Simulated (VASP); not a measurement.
Set up this calculation in VASP 6.6.1, as the native input.

- Task: electric field gradients
- Functional: PBE
- Potentials or basis: VASP PAW PBE potentials, release 64 (Cs_sv, Y_sv, I)
- Cutoff: 400 eV
- k mesh: 4 × 4 × 2
- Occupations: fermi-dirac, width 0.02 eV
- Spin: no spin polarisation
- Dipole correction: no
- Further INCAR settings: ALGO = Normal; EDIFF = 1e-08; NBANDS = 132

The structure of Cs3Y2I9 lies in POSCAR:

```
Cs3Y2I9
1.0
    8.5741200000      0.0000000000      0.0000000000
   -4.2870600000      7.4254057351      0.0000000000
    0.0000000000      0.0000000000     21.2800000000
Cs Y I
6 4 18
Direct
    0.0000000000      0.0000000000      0.2500000000
    0.0000000000      0.0000000000      0.7500000000
    0.3333333333      0.6666666667      0.0682904749
    0.6666666667      0.3333333333      0.5682904749
    0.3333333333      0.6666666667      0.4317095251
    0.6666666667      0.3333333333      0.9317095251
    0.6666666667      0.3333333333      0.1555121837
    0.3333333333      0.6666666667      0.6555121837
    0.6666666667      0.3333333333      0.3444878163
    0.3333333333      0.6666666667      0.8444878163
    0.5017320268      0.0034640537      0.2500000000
    0.4982679732      0.5017320268      0.7500000000
    0.9965359463      0.4982679732      0.2500000000
    0.4982679732      0.9965359463      0.7500000000
    0.5017320268      0.4982679732      0.2500000000
    0.0034640537      0.5017320268      0.7500000000
    0.8379378985      0.6758757971      0.0839685303
    0.1620621015      0.8379378985      0.5839685303
    0.3241242029      0.1620621015      0.0839685303
    0.1620621015      0.3241242029      0.5839685303
    0.8379378985      0.1620621015      0.0839685303
    0.6758757971      0.8379378985      0.5839685303
    0.3241242029      0.1620621015      0.4160314697
    0.1620621015      0.8379378985      0.9160314697
    0.8379378985      0.6758757971      0.4160314697
    0.6758757971      0.8379378985      0.9160314697
    0.8379378985      0.1620621015      0.4160314697
    0.1620621015      0.3241242029      0.9160314697
```

This cell differs from its parent crystal: x and y stretched by +2 %.

These files were run (other wordings do the same):

INCAR

```
ALGO = Normal ; EDIFF = 1E-8
ENCUT = 400 ; GGA = PE
GGA_COMPAT = F ; ISIF = 2
ISMEAR = -1 ; KPAR = 4
LASPH = T ; LCHARG = F
LEFG = T ; LREAL = F
LWAVE = F ; NBANDS = 132
NELM = 120 ; PREC = Accurate
SIGMA = 0.02
```

KPOINTS

```
k-points
0
Gamma
  4 4 2
```

Potentials or basis: VASP PAW PBE potentials, release 64 (Cs_sv, Y_sv, I).

Command:

```bash
$ cat potpaw_PBE.64/Cs_sv/POTCAR potpaw_PBE.64/Y_sv/POTCAR potpaw_PBE.64/I/POTCAR > POTCAR
$ mpirun -np 4 vasp_std > vasp.out
```

It gave:

```
Pressure                                : -0.1 GPa
Largest force                           : 0.234 eV/Å
Band gap on the k mesh                  : 2.49 eV
Largest electric field gradient by atom : Cs -14.2, +14.2 (each value once); Y +9.7; I -157.0, +97.5 (each value once) V/Å²
```

Caveat: the cell differs from its parent crystal (x and y stretched by +2 %); without QUAD_EFG the Cq values of the log hold for a quadrupole moment of 1 mb, not for the nuclei; spin-orbit coupling is left out, which moves the levels of the heavy elements.

Run time: 11 min on 4 MPI ranks on AMD EPYC 7R43 64-Core Processor (Zen 3), on a shared host, peak memory 1.3 GiB a rank.
